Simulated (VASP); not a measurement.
# GaP (base) (F-43m) in VASP: notebook

The runs below take GaP (base) through single point, relaxation of cell and atoms, with PBE.

All numbers are computed with VASP 6.6.1; they aren't measurements. Logs are shortened: lines on timing, memory, paths and dates and some standing lists are left out, and cuts for length are marked.

### Step 1. The cell of the first run

Symmetry: F-43m, No. 216, cubic system. Conventional cell: a = 5.452 Å, b = 5.452 Å, c = 5.452 Å, α = 90.00°, β = 90.00°, γ = 90.00°. Ga (site symmetry -43m) has 4 P at 2.36 Å within 3.1 Å. P (site symmetry -43m) has 4 Ga at 2.36 Å within 3.1 Å.

### Step 2. Single point, PBE

INCAR reads:

```
PREC = Accurate
ENCUT = 520
EDIFF = 1E-6
ISMEAR = 0
SIGMA = 0.1
LREAL = False
LASPH = True
NELM = 80
ALGO = Normal
ISIF = 2
LWAVE = False
LCHARG = False
GGA = PE
NBANDS = 16
```

KPOINTS reads:

```
regular mesh
0
Gamma
  6 6 6
```

POSCAR reads:

```
GaP
1.0
    0.0000000000      2.7258124900      2.7258124900
    2.7258124900      0.0000000000      2.7258124900
    2.7258124900      2.7258124900      0.0000000000
Ga P
1 1
Direct
    0.0000000000      0.0000000000      0.0000000000
    0.7500000000      0.7500000000      0.7500000000
```

Potentials or basis: VASP PAW PBE potentials, release 64 (Ga_d, P).

On the command line:

```
$ cat potpaw_PBE.64/Ga_d/POTCAR potpaw_PBE.64/P/POTCAR > POTCAR
$ mpirun -np 1 vasp_std > vasp.out
```

OUTCAR:

```text
PREC = Accurate
   ENCUT = 520
   EDIFF = 1E-6
   ISMEAR = 0
   LREAL = False
   LASPH = True
   NELM = 80
   ISIF = 2
   GGA = PE

 ion  position               nearest neighbor table
   1  0.000  0.000  0.000-   2 2.36   2 2.36   2 2.36   2 2.36
   2  0.750  0.750  0.750-   1 2.36   1 2.36   1 2.36   1 2.36

  LATTYP: Found a face centered cubic cell.
 ALAT       =     5.4516249800

  Lattice vectors:

 A1 = (   0.0000000000,   2.7258124900,   2.7258124900)
 A2 = (   2.7258124900,   0.0000000000,   2.7258124900)
 A3 = (   2.7258124900,   2.7258124900,   0.0000000000)

Analysis of symmetry for initial positions (statically):
[... 5 lines left out ...]
 face centered cubic supercell.

 Subroutine GETGRP returns: Found 24 space group operations
 (whereof 24 operations were pure point group operations)
 out of a pool of 48 trial point group operations.

The static configuration has the point symmetry T_d .

Analysis of symmetry for dynamics (positions and initial velocities):
[... 5 lines left out ...]
 face centered cubic supercell.

 Subroutine GETGRP returns: Found 24 space group operations
 (whereof 24 operations were pure point group operations)
 out of a pool of 48 trial point group operations.

The dynamic configuration has the point symmetry T_d .

 Subroutine INISYM returns: Found 24 space group operations
 (whereof 24 operations are pure point group operations),
 and found     1 'primitive' translations

----------------------------------------------------------------------------------------

                                     Primitive cell

  volume of cell :      40.5059

  direct lattice vectors                    reciprocal lattice vectors
     0.000000000  2.725812490  2.725812490    -0.183431546  0.183431546  0.183431546
     2.725812490  0.000000000  2.725812490     0.183431546 -0.183431546  0.183431546
     2.725812490  2.725812490  0.000000000     0.183431546  0.183431546 -0.183431546

  length of vectors
     3.854880992  3.854880992  3.854880992     0.317712758  0.317712758  0.317712758

  position of ions in fractional coordinates (direct lattice)
     0.000000000  0.000000000  0.000000000
     0.750000000  0.750000000  0.750000000

  ion indices of the primitive-cell ions
   primitive index   ion index
                 1           1
                 2           2

----------------------------------------------------------------------------------------

 KPOINTS: regular mesh

Automatic generation of k-mesh.
 Grid dimensions read from file:
 generate k-points for:    6    6    6

 Generating k-lattice:

  Cartesian coordinates                     Fractional coordinates (reciprocal lattice)
    -0.030571924  0.030571924  0.030571924     0.166666667  0.000000000  0.000000000
     0.030571924 -0.030571924  0.030571924     0.000000000  0.166666667  0.000000000
     0.030571924  0.030571924 -0.030571924     0.000000000  0.000000000  0.166666667

  Length of vectors
     0.052952126  0.052952126  0.052952126

  Shift w.r.t. Gamma in fractional coordinates (k-lattice)
     0.000000000  0.000000000  0.000000000

 Subroutine IBZKPT returns following result:
 ===========================================

 Found     16 irreducible k-points:

 Following reciprocal coordinates:
[... 6 lines left out ...]
  0.333333  0.166667  0.000000     24.000000
[... 8 lines left out ...]
 -0.333333  0.333333  0.166667     24.000000
 -0.333333  0.500000  0.166667     12.000000
   k-points           NKPTS =     16   k-points in BZ     NKDIM =     16   number of bands    NBANDS=     16
   number of dos      NEDOS =    301   number of ions     NIONS =      2
   total plane-waves  NPLWV =  27000
   dimension x,y,z NGX =    30 NGY =   30 NGZ =   30
   dimension x,y,z NGXF=    60 NGYF=   60 NGZF=   60
   ions per type =               1   1
   NGX,Y,Z   is equivalent  to a cutoff of  12.94, 12.94, 12.94 a.u.
   NGXF,Y,Z  is equivalent  to a cutoff of  25.88, 25.88, 25.88 a.u.
 SYSTEM =  unknown system
   PREC   = accura    normal or accurate (medium, high low for compatibility)
   ISTART =      0    job   : 0-new  1-cont  2-samecut
   ICHARG =      2    charge: 1-file 2-atom 10-const
   ISPIN  =      1    spin polarized calculation?
   LNONCOLLINEAR =      F non collinear calculations
   LSORBIT =      F    spin-orbit coupling
   LASPH  =      T    aspherical Exc in radial PAW
   ENCUT  =  520.0 eV  38.22 Ry    6.18 a.u.   7.17  7.17  7.17*2*pi/ulx,y,z
   NELM   =     80;   NELMIN=  2; NELMDL= -5     # of ELM steps
   EDIFF  = 0.1E-05   stopping-criterion for ELM
   LREAL  =      F    real-space projection
   EDIFFG = 0.1E-04   stopping-criterion for IOM
   NSW    =      0    number of steps for IOM
   IBRION =     -1    ionic relax: 0-MD 1-quasi-New 2-CG
   NFREE  =      0    steps in history (QN), initial steepest desc. (CG)
   ISIF   =      2    stress and relaxation
   ISYM   =      2    0-nonsym 1-usesym 2-fastsym
   POTIM  = 0.5000    time-step for ionic-motion
   TEBEG  =    0.0;   TEEND  =   0.0 temperature during run
   PSTRESS=    0.0 pullay stress
   NELECT =      18.0000    total number of electrons
   NUPDOWN=      -1.0000    fix difference up-down
   EMIN   =  10.00;   EMAX   =-10.00  energy-range for DOS
   EFERMI =   0.00;   METHOD = LEGACY
   ISMEAR =     0;   SIGMA  =   0.10  broadening in eV -4-tet -1-fermi 0-gaus
   EFERMI_NEDOS =   21; number of points for ismear=-14 and -15
   IALGO  =     38    algorithm
   IMIX   =      4    mixing-type and parameters
     AMIX     =   0.40;   BMIX     =  1.00
     AMIX_MAG =   1.60;   BMIX_MAG =  1.00
  volume/ion in A,a.u.               =      20.25       136.67
  Fermi-wavevector in a.u.,A,eV,Ry     =   1.249280  2.360796 21.234610  1.560700
  Thomas-Fermi vector in A             =   2.383328
   LORBIT       =      0    0 simple, 1 ext, 2 COOP (PROOUT), +10 PAW based schemes
   GGA     = PE    functional components
   LHFCALC =     F    Hartree Fock is set to
   AEXX    =    0.0000 exact exchange contribution
   IVDW    =     0    specifies the selected vdW correction
   LEPSILON=     F    determine dielectric tensor
   LRPA    =     F    only Hartree local field effects (RPA)
 non-spin polarized calculation
 Gauss-broadening in eV      SIGMA  =   0.10
  energy-cutoff  :      520.00
  volume of cell :       40.51
 maximum number of plane-waves:      1113
 NGX is ok and might be reduce to    30
   NGX = 15   NGY = 15   NGZ = 15

 number of electron      17.9999989 magnetization

 Free energy of the ion-electron system (eV)
  ---------------------------------------------------
  ext. energy  EPLUGINS =         0.00000000
  ---------------------------------------------------
  free energy    TOTEN  =        -9.10275411 eV

  energy without entropy =       -9.10275411  energy(sigma->0) =       -9.10275411

 E-fermi :   5.0619     XC(G=0):  -9.8273

 val. band max:        4.6523884117   @ k =   0.0000   0.0000   0.0000
 cond. band min:       6.3047222461   @ k =   0.5000   0.5000   0.0000
 fundamental gap:      1.6523338343
 Fermi energy:         5.0618997481

 k-point     1 :       0.0000    0.0000    0.0000
  band No.  band energies     occupation
      1      -9.9044      2.00000
      2      -9.9044      2.00000
      3      -9.9044      2.00000
      4      -9.8051      2.00000
      5      -9.8051      2.00000
      6      -7.8359      2.00000
[... 8 lines left out ...]
     15      14.4357      0.00000
     16      14.4357      0.00000

 k-point     2 :       0.1667    0.0000    0.0000
  band No.  band energies     occupation
      1      -9.9272      2.00000
      2      -9.8966      2.00000
      3      -9.8966      2.00000
      4      -9.8050      2.00000
      5      -9.8050      2.00000
      6      -7.4800      2.00000
[... 8 lines left out ...]
     15      13.6172      0.00000
     16      14.7046      0.00000

 k-point     3 :       0.3333    0.0000    0.0000
  band No.  band energies     occupation
      1      -9.9673      2.00000
      2      -9.8841      2.00000
      3      -9.8841      2.00000
      4      -9.8015      2.00000
      5      -9.8015      2.00000
      6      -6.5336      2.00000
[... 8 lines left out ...]
     15      14.2960      0.00000
     16      14.3499      0.00000

 k-point     4 :       0.5000    0.0000    0.0000
  band No.  band energies     occupation
      1      -9.9855      2.00000
      2      -9.8797      2.00000
      3      -9.8797      2.00000
      4      -9.7977      2.00000
      5      -9.7977      2.00000
      6      -5.7711      2.00000
[... 8 lines left out ...]
     15      16.3353      0.00000
     16      16.3353      0.00000

 k-point     5 :       0.1667    0.1667    0.0000
  band No.  band energies     occupation
      1      -9.9409      2.00000
      2      -9.8888      2.00000
      3      -9.8888      2.00000
      4      -9.8125      2.00000
      5      -9.7997      2.00000
      6      -7.3619      2.00000
[... 8 lines left out ...]
     15      14.8675      0.00000
     16      15.5166      0.00000

 k-point     6 :       0.3333    0.1667    0.0000
  band No.  band energies     occupation
      1      -9.9713      2.00000
      2      -9.8777      2.00000
      3      -9.8744      2.00000
      4      -9.8160      2.00000
      5      -9.7952      2.00000
      6      -6.6005      2.00000
[... 8 lines left out ...]
     15      15.3822      0.00000
     16      16.3038      0.00000
[... 115 lines left out ...]
 k-point    13 :       0.5000    0.5000    0.0000
  band No.  band energies     occupation
      1     -10.0215      2.00000
      2      -9.8407      2.00000
      3      -9.8394      2.00000
      4      -9.8394      2.00000
      5      -9.7834      2.00000
      6      -4.8717      2.00000
[... 8 lines left out ...]
     15      17.0471      0.00000
     16      17.6469      0.00000

 k-point    14 :       0.5000    0.3333    0.1667
  band No.  band energies     occupation
      1      -9.9907      2.00000
      2      -9.8701      2.00000
      3      -9.8591      2.00000
      4      -9.8191      2.00000
      5      -9.7943      2.00000
      6      -5.7583      2.00000
[... 8 lines left out ...]
     15      16.4679      0.00000
     16      17.9176      0.00000

 k-point    15 :      -0.3333    0.3333    0.1667
  band No.  band energies     occupation
      1      -9.9968      2.00000
      2      -9.8701      2.00000
      3      -9.8524      2.00000
      4      -9.8158      2.00000
      5      -9.7974      2.00000
      6      -5.1070      2.00000
[... 8 lines left out ...]
     15      17.1213      0.00000
     16      17.4269      0.00000

 k-point    16 :      -0.3333    0.5000    0.1667
  band No.  band energies     occupation
      1     -10.0076      2.00000
      2      -9.8588      2.00000
      3      -9.8445      2.00000
      4      -9.8255      2.00000
      5      -9.7919      2.00000
      6      -4.8033      2.00000
[... 8 lines left out ...]
     15      16.5536      0.00000
     16      18.2628      0.00000

------------------------ aborting loop because EDIFF is reached ----------------------------------------

  FORCE on cell =-STRESS in cart. coord.  units (eV):
  Direction    XX          YY          ZZ          XY          YZ          ZX
  --------------------------------------------------------------------------------------
  -------------------------------------------------------------------------------------
  Total        0.6045425      0.6045425      0.6045425      0.0000000     -0.0000000     -0.0000000
  in kB       23.9121995     23.9121995     23.9121995      0.0000000     -0.0000000     -0.0000000
  external PRESSURE =      23.9121995 kB  Pullay stress =       0.0000000 kB

 VOLUME and BASIS-vectors are now :
 -----------------------------------------------------------------------------
  energy-cutoff  :      520.00
  volume of cell :       40.51
      direct lattice vectors                 reciprocal lattice vectors
     0.000000000  2.725812490  2.725812490    -0.183431546  0.183431546  0.183431546
     2.725812490  0.000000000  2.725812490     0.183431546 -0.183431546  0.183431546
     2.725812490  2.725812490  0.000000000     0.183431546  0.183431546 -0.183431546

 POSITION                                       TOTAL-FORCE (eV/Angst)
 -----------------------------------------------------------------------------------
      0.00000      0.00000      0.00000         0.000000     -0.000000     -0.000000
      4.08872      4.08872      4.08872        -0.000000      0.000000      0.000000
 -----------------------------------------------------------------------------------
    total drift:                               -0.000002     -0.000002     -0.000002

  FREE ENERGIE OF THE ION-ELECTRON SYSTEM (eV)
  ---------------------------------------------------
  free  energy   TOTEN  =        -9.1027541070 eV

  energy  without entropy=       -9.1027541070  energy(sigma->0) =       -9.10275411
```

It took 9.8 s on 1 thread of AMD EPYC 7R43 (Zen 3), shared host; peak memory 0.13 GiB.

What came out:

- Free energy: -9.1028 eV
- Pressure: 2.4 GPa
- Band gap on the k mesh: 1.65 eV, indirect (least direct gap 1.82 eV)

Levels at points of the mesh, in eV from the valence-band top:
| k point | band 6 | band 7 | band 8 | band 9 | band 10 | band 11 | band 12 | band 13 |
| --- | --- | --- | --- | --- | --- | --- | --- | --- |
| (0.00, 0.00, 0.00) | -12.49 | 0.00 | 0.00 | 0.00 | 1.82 | 3.89 | 3.89 | 3.89 |
| (0.50, 0.00, 0.00) | -10.42 | -6.63 | -1.12 | -1.12 | 1.67 | 4.72 | 4.72 | 8.28 |
| (0.50, 0.50, 0.00) | -9.52 | -6.75 | -2.68 | -2.68 | 1.65 | 1.82 | 10.59 | 10.59 |

A k mesh can miss the band edges. As with any semilocal functional, this PBE gap is likely too small.

(Part 1 of 3 ends here.)
